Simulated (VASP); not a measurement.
Wanted: the native input for a VASP 6.6.1 run.

```
Task                   : single point
Functional             : PBE
Potentials or basis    : VASP PAW PBE potentials, release 64 (Zn)
Cutoff                 : 520 eV
k mesh                 : 10 × 10 × 5
Occupations            : fermi-dirac, width 0.05 eV
Spin                   : no spin polarisation
Dipole correction      : no
Further INCAR settings : ALGO = Normal; EDIFF = 1e-06; NBANDS = 19
```

The structure of Zn lies in POSCAR:

```
Zn
1.0
    2.6541689645      0.0000000000      0.0000000000
   -1.3270844823      2.2985777492      0.0000000000
    0.0000000000      0.0000000000      4.9784429866
Zn
2
Direct
    0.3333333333      0.6666666667      0.2500000000
    0.6666666667      0.3333333333      0.7500000000
```

The input as run:

INCAR

```
SYSTEM = Zn
  PREC = Accurate
  ENCUT = 520
  EDIFF = 1E-6
  ISMEAR = -1
  SIGMA = 0.05
  LREAL = .FALSE.
  LASPH = .TRUE.
  NELM = 60
  ALGO = Normal
  ISIF = 2
  LWAVE = .FALSE.
  LCHARG = .TRUE.
  GGA = PE
  LELF = .TRUE.
  LVHAR = .TRUE.
  NBANDS = 19
```

KPOINTS

```
Automatic mesh
0
G
  10 10 5
  0 0 0
```

Potentials or basis: VASP PAW PBE potentials, release 64 (Zn).

The run is started by

```sh
$ cat potpaw_PBE.64/Zn/POTCAR > POTCAR
$ mpirun -np 1 vasp_std > vasp.out
```

It gave:

| Quantity | Value |
| --- | --- |
| Pressure | 0.4 GPa |
| Band gap on the k mesh | zero (bands 12 and 13 overlap by 4.28 eV) |

It took 16 s on 1 thread of Intel(R) Xeon(R) Platinum 8124M CPU @ 3.00GHz (Skylake/Cascade Lake) (shared host), peak memory 0.15 GiB.
